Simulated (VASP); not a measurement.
# LiCl: single point with r2SCAN

LiCl:

```
Li Cl
1.0
     3.85485    0.00000    0.00000
    -1.92742    3.33839    0.00000
     0.00000    0.00000    6.16158
Li Cl
2 2
Direct
  0.33333 0.66667 0.99687
  0.66667 0.33333 0.49687
  0.33333 0.66667 0.37813
  0.66667 0.33333 0.87813
```

This cell differs from its parent crystal: volume changed by -3%.

| Item | Value |
| --- | --- |
| Program | VASP 6.6.1 |
| Task | single point |
| Functional | r2SCAN |
| Potentials or basis | VASP PAW PBE potentials, release 64 (Li_sv, Cl) |
| Cutoff | 520 eV |
| k mesh | 6 × 6 × 4 |
| Occupations | gaussian, width 0.01 eV |
| Spin | no spin polarisation |
| Dipole correction | no |
| Further INCAR settings | ALGO = Normal; EDIFF = 1e-06; NBANDS = 18 |

```json
{
 "Largest force": "0.006 eV/Å",
 "Band gap on the k mesh": "6.85 eV, direct"
}
```

Forces on the atoms (eV/Å):
```
Li   0.000  0.000 -0.006
Li   0.000  0.000 -0.006
Cl   0.000  0.000  0.006
Cl   0.000  0.000  0.006
```

Levels at points of the mesh, in eV from the valence-band top:
| k point | band 6 | band 7 | band 8 | band 9 | band 10 | band 11 | band 12 | band 13 | band 14 | band 15 |
| --- | --- | --- | --- | --- | --- | --- | --- | --- | --- | --- |
| (0.00, 0.00, 0.00) | -0.45 | -0.45 | -0.09 | -0.09 | 0.00 | 6.85 | 9.17 | 10.82 | 10.82 | 11.40 |
| (0.50, 0.00, 0.00) | -1.50 | -1.25 | -1.01 | -0.64 | -0.38 | 8.48 | 8.64 | 10.07 | 11.12 | 11.55 |
| (0.00, 0.00, 0.50) | -1.23 | -0.27 | -0.27 | -0.27 | -0.27 | 8.20 | 8.20 | 11.03 | 11.03 | 11.03 |
| (0.50, 0.00, 0.50) | -1.99 | -0.72 | -0.72 | -0.64 | -0.64 | 8.05 | 8.05 | 10.75 | 10.75 | 12.73 |

Wall time 65 s on 1 thread of Intel(R) Xeon(R) 6975P-C (Granite Rapids), on a shared host, peak memory 0.2 GiB.

Caveat: the PAW data sets were made with another functional, which shifts forces and pressure a little. A k mesh can miss the band edges.
